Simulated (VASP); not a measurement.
# Co (P6_3/mmc) in VASP: further runs, part 2 of 2

VASP 6.6.1. The steps go on from the part before.

## (5) Electric field gradients, PBE, collinear spin, ferromagnetic start (zz strain of -3 %)

INCAR

```
SYSTEM = Co
ALGO     = Normal         ! electronic algorithm
EDIFF    = 1E-8           ! SCF threshold, eV
ENCUT    = 520            ! plane-wave cutoff, eV
GGA      = PE             ! functional
ISIF     = 2              ! what is computed and relaxed
ISMEAR   = -1             ! smearing method
ISPIN    = 2              ! spin polarisation
LASPH    = .TRUE.         ! aspherical terms in the spheres
LCHARG   = .FALSE.        ! write CHGCAR
LEFG     = .TRUE.       
LMAXMIX  = 4              ! l up to which the mixer works
LORBIT   = 11             ! projections on sites
LREAL    = .FALSE.        ! projectors in reciprocal space
LWAVE    = .FALSE.        ! write WAVECAR
MAGMOM   = 2 2            ! initial moments
NBANDS   = 20             ! bands
NELM     = 150            ! most SCF steps
PREC     = Accurate       ! precision mode
SIGMA    = 0.05           ! smearing width, eV
```

KPOINTS

```
k-points
0
G
  19 19 10
  0 0 0
```

POSCAR

```
Co
1.0
    2.5190008694      0.0000000000      0.0000000000
   -1.2595004347      2.1815187451      0.0000000000
    0.0000000000      0.0000000000      3.9682700000
Co
2
Direct
    0.3333333333      0.6666666667      0.2500000000
    0.6666666667      0.3333333333      0.7500000000
```

Potentials or basis: VASP PAW PBE potentials, release 64 (Co).

The run is started by

```console
> cat potpaw_PBE.64/Co/POTCAR > POTCAR
> mpirun -np 1 vasp_std > vasp.out
```

OUTCAR:

```text
SYSTEM = Co
   EDIFF = 1E-8
   ENCUT = 520
   GGA = PE
   ISIF = 2
   ISMEAR = -1
   ISPIN = 2
   LASPH = .TRUE.
   LORBIT = 11
   LREAL = .FALSE.
   NELM = 150
   PREC = Accurate

 ion  position               nearest neighbor table
   1  0.333  0.667  0.250-   2 2.46   2 2.46   2 2.46   2 2.46   2 2.46   2 2.46
   2  0.667  0.333  0.750-   1 2.46   1 2.46   1 2.46   1 2.46   1 2.46   1 2.46

  LATTYP: Found a hexagonal cell.
 ALAT       =     2.5190008694
 C/A-ratio  =     1.5753349069

  Lattice vectors:

 A1 = (   2.5190008694,   0.0000000000,   0.0000000000)
 A2 = (  -1.2595004347,   2.1815187451,   0.0000000000)
 A3 = (   0.0000000000,   0.0000000000,   3.9682700000)

Analysis of symmetry for initial positions (statically):
=====================================================================
 Subroutine PRICEL returns:
 Original cell was already a primitive cell.

 Routine SETGRP: Setting up the symmetry group for a
 hexagonal supercell.

 Subroutine GETGRP returns: Found 24 space group operations
 (whereof 12 operations were pure point group operations)
 out of a pool of 24 trial point group operations.

The static configuration has the point symmetry D_3d.
 The point group associated with its full space group is D_6h.

[... 1323 lines left out ...]
  free  energy   TOTEN  =       -14.0690313862 eV

  energy  without entropy=      -14.0550108553  energy(sigma->0) =      -14.06202112

 Electric field gradients (V/A^2)
---------------------------------------------------------------------
 ion       V_xx      V_yy      V_zz      V_xy      V_xz      V_yz
---------------------------------------------------------------------
   1       5.456     5.456   -10.912    -0.000     0.000    -0.000
   2       5.456     5.456   -10.912    -0.000    -0.000     0.000
---------------------------------------------------------------------

 Electric field gradients after diagonalization (V/A^2)
 (convention: |V_zz| > |V_xx| > |V_yy|)
----------------------------------------------------------------------
 ion       V_xx      V_yy      V_zz     asymmetry (V_yy - V_xx)/ V_zz
----------------------------------------------------------------------
   1       5.457     5.456   -10.912       0.000
   2       5.457     5.456   -10.912       0.000
----------------------------------------------------------------------

           NMR quadrupolar parameters

 Cq : quadrupolar parameter    Cq=e*Q*V_zz/h
 eta: asymmetry parameters     (V_yy - V_xx)/ V_zz
 Q  : nuclear electric quadrupole moment in mb (millibarn)
----------------------------------------------------------------------
 ion       Cq(MHz)       eta       Q (mb)
----------------------------------------------------------------------
   1      -0.026       0.000       1.000
   2      -0.026       0.000       1.000
----------------------------------------------------------------------

 total charge

# of ion       s       p       d       tot
------------------------------------------
    1        0.487   0.517   7.262   8.265
    2        0.487   0.517   7.262   8.265
--------------------------------------------------
tot          0.973   1.034  14.523  16.531

 magnetization (x)

# of ion       s       p       d       tot
------------------------------------------
    1       -0.015  -0.055   1.700   1.630
    2       -0.015  -0.055   1.700   1.630
--------------------------------------------------
tot         -0.030  -0.110   3.400   3.259
```

stdout:

```text
POSCAR found type information on POSCAR Co
 POSCAR found :  1 types and       2 ions
 scaLAPACK will be used
 LDA part: xc-table for (Slater+PW92), standard interpolation
 POSCAR, INCAR and KPOINTS ok, starting setup
 FFT: planning ... GRIDC
 FFT: planning ... GRID_SOFT
 FFT: planning ... GRID
 WAVECAR not read
 entering main loop
ion   1

ion   2
```

Run time: 3.4 min. Hardware: 1 thread of Intel Xeon Platinum 8259CL at 2.50GHz (Skylake/Cascade Lake), shared host; peak memory 0.26 GiB.

Results:

```yaml
Free_energy: -14.0690 eV
Pressure: -1.3 GPa
Net_moment: 3.22 μB per cell
Site_moments: Co +1.63 μB
Largest_electric_field_gradient_by_atom: Co -10.9 V/Å²
Valence_electrons_inside_the_program's_atomic_spheres: Co 8.27
```

Stress tensor (GPa, compression positive):
```
-3.64  0.00  0.00
 0.00 -3.64  0.00
 0.00  0.00  3.37
```

Levels at points of the mesh, in eV from the Fermi level:
Spin up:
```
           k point  band 8  band 9  band 10  band 11  band 12  band 13  band 14  band 15
(0.00, 0.00, 0.00)   -1.99   -1.99    -0.80    -0.80     0.25     6.71    21.61    23.90
(0.00, 0.00, 0.50)   -2.68   -1.11    -1.11    -1.11    -1.11    15.67    15.67    22.36
```
Spin down:
| k point | band 4 | band 5 | band 6 | band 7 | band 8 | band 9 | band 10 | band 11 |
| --- | --- | --- | --- | --- | --- | --- | --- | --- |
| (0.00, 0.00, 0.00) | -0.94 | -0.79 | -0.54 | -0.54 | -0.26 | -0.26 | 0.18 | 1.06 |
| (0.00, 0.00, 0.50) | -1.39 | -1.04 | -1.04 | -1.04 | -1.04 | 0.73 | 0.73 | 0.73 |

Electric field gradients, principal values (V/Å²):
```csv
atom,least,middle,greatest (by size)
1 Co,5.456,5.457,-10.912
2 Co,5.456,5.457,-10.912
```

Caveat: the cell differs from its parent crystal (zz strain of -3 %); without QUAD_EFG the Cq values of the log hold for a quadrupole moment of 1 mb, not for the nuclei.

## (6) Overview

| task | cell | k mesh for the DOS | occupations for the DOS | gap on the mesh (eV) | pressure (GPa) | moment (μB) |
| --- | --- | --- | --- | --- | --- | --- |
| electric field gradients | a = 2.519, b = 2.519, c = 4.091 Å, angles 90.0, 90.0, 120.0°, 2 atoms | - | - | none | -7.2 | 3.27 |
| single point | a = 2.519, b = 2.519, c = 4.091 Å, angles 90.0, 90.0, 120.0°, 2 atoms | 29 × 29 × 15 | tetrahedron | - | - | 3.27 |
| electric field gradients | a = 2.443, b = 2.443, c = 4.091 Å, angles 90.0, 90.0, 120.0°, 2 atoms | - | - | none | 5.4 | 3.17 |
| electric field gradients | a = 2.519, b = 2.519, c = 3.968 Å, angles 90.0, 90.0, 120.0°, 2 atoms | - | - | none | -1.3 | 3.22 |

Alike in all rows: level PBE; potentials or basis VASP PAW PBE potentials, release 64 (Co); spin collinear, ferromagnetic start; k mesh 19 × 19 × 10; cutoff (eV) 520; smearing fermi-dirac 0.05 eV.

Caveats: the cell stands under tension (at least some runs); the cell stands under pressure (at least some runs).

Absolute energies hang on the potentials; compare differences alone.
